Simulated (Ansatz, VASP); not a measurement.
One calculation of NaCl, two programs

File POSCAR:

```
NaCl
1.0
   -0.0070067471      2.8026988391      2.8026988391
    2.8026988391     -0.0070067471      2.8026988391
    2.7956920920      2.7956920920      0.0000000000
Na Cl
1 1
Direct
    0.0000000000      0.0000000000      0.0000000000
    0.5000000000      0.5000000000      0.5000000000
```

INCAR.step1

```
ALGO = Normal ; EDIFF = 1E-4
ENCUT = 520 ; GGA = PE
ISMEAR = 0 ; LASPH = True
LCHARG = False ; LREAL = False
LWAVE = True ; NBANDS = 14
NELM = 100 ; PREC = Accurate
SIGMA = 0.01
```

File INCAR.step2:

```
ALGO = Normal ; EDIFF = 1E-7
ENCUT = 520 ; ISIF = 2
ISMEAR = 0 ; ISTART = 1
LASPH = True ; LCHARG = False
LMIXTAU = True ; LREAL = False
LWAVE = False ; METAGGA = R2SCAN
NBANDS = 14 ; NELM = 100
PREC = Accurate ; SIGMA = 0.01
```

File KPOINTS:

```
k-points
0
Gamma
  8 8 8
```

Input for Ansatz:

```yaml
crystal:
  lattice:
    - [-0.0070067471, 2.8026988391, 2.8026988391]
    - [2.8026988391, -0.0070067471, 2.8026988391]
    - [2.795692092, 2.795692092, 0.0]
  atoms:
    - { symbol: Na, position: [0.0, 0.0, 0.0] }
    - { symbol: Cl, position: [0.5, 0.5, 0.5] }
kpoints:
  mp_grid: { grid: [8, 8, 8] }
  band_path:
    path:
      - [0.0, 0.0, 0.0]
      - [0.5, 0.0, 0.5]
      - [0.625, 0.25, 0.625]
      - [0.375, 0.375, 0.75]
      - [0.5, 0.5, 0.5]
      - [0.5, 0.25, 0.75]
    npoints: 1
hamiltonian:
  xc: r2scan
scf:
  occupations: { method: fixed }
  n_extra_bands: 4
output:
  forces: true
  stress: true
  eigenvalues: true
```

Change from the starting cell: shear_xy strain -0.5%.

Alike in both runs: task single point; functional r2SCAN; k mesh 8 × 8 × 8; no spin polarisation.

|  | VASP | Ansatz |
| --- | --- | --- |
| version | VASP 6.6.1 | Ansatz 0.2.0 |
| potentials or method | VASP PAW PBE potentials, release 64 (Na_pv, Cl) | plane waves, PAW |
| plane-wave cutoff (eV) | 520 | 500 |
| occupations | gaussian, width 0.01 eV | fixed |
| valence electrons in the cell | 14 | 16 |

Ansatz gave:

* gap on the k mesh at the Fermi level (eV): 5.97
* pressure (GPa): 0.0
* traceless stress, the component that is largest in VASP (GPa): 0.07

Estimate VASP's values.

gap on the k mesh at the Fermi level (eV): 5.99; pressure (GPa): -0.2; traceless stress, the component that is largest in VASP (GPa): 0.09.

VASP's potentials were made for PBE, not for r2SCAN. VASP's potentials hold 14 valence electrons a cell and Ansatz's 16, so a difference there can come from the potentials and not from the codes.
